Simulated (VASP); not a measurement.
A run of VASP 6.6.1:

Contents of INCAR:

```
SYSTEM = AgCl
  PREC = Accurate
  ENCUT = 520
  EDIFF = 1E-7
  ISMEAR = 0
  SIGMA = 0.1
  LREAL = .False.
  LASPH = .True.
  NELM = 100
  ALGO = Normal
  ISIF = 2
  LWAVE = .False.
  LCHARG = .False.
  GGA = PE
  NBANDS = 26
```

The input KPOINTS:

```
Automatic mesh
0
Gamma
  6 6 6
  0 0 0
```

File POSCAR:

```
AgCl
1.0
   -0.0397216716      2.8277382837      2.7769740316
    2.8096917756      2.8043906878     -0.0154666453
   -2.9027430676      5.7163489574     -2.7979869104
Ag Cl
2 2
Direct
    0.0066359041     -0.0144170290      1.0024881039
    0.4892899980      0.5073469793      0.5021681981
    0.6846216328      0.8045871951      0.7450256718
    0.3194524651      0.2024828545      0.2503180262
```

Potentials or basis: VASP PAW PBE potentials, release 64 (Ag, Cl).

Command:

```bash
$ cat potpaw_PBE.64/Ag/POTCAR potpaw_PBE.64/Cl/POTCAR > POTCAR
$ mpirun -np 1 vasp_std > vasp.out
```

Hardware: 1 thread of Intel(R) Xeon(R) Platinum 8488C (Sapphire Rapids), on a shared host.

Question: Estimate the wall time of this run.

Answer: Wall time 2.9 min on 1 thread of Intel(R) Xeon(R) Platinum 8488C (Sapphire Rapids), on a shared host, peak memory 0.36 GiB. Counts: scf iterations 14, k points 112.
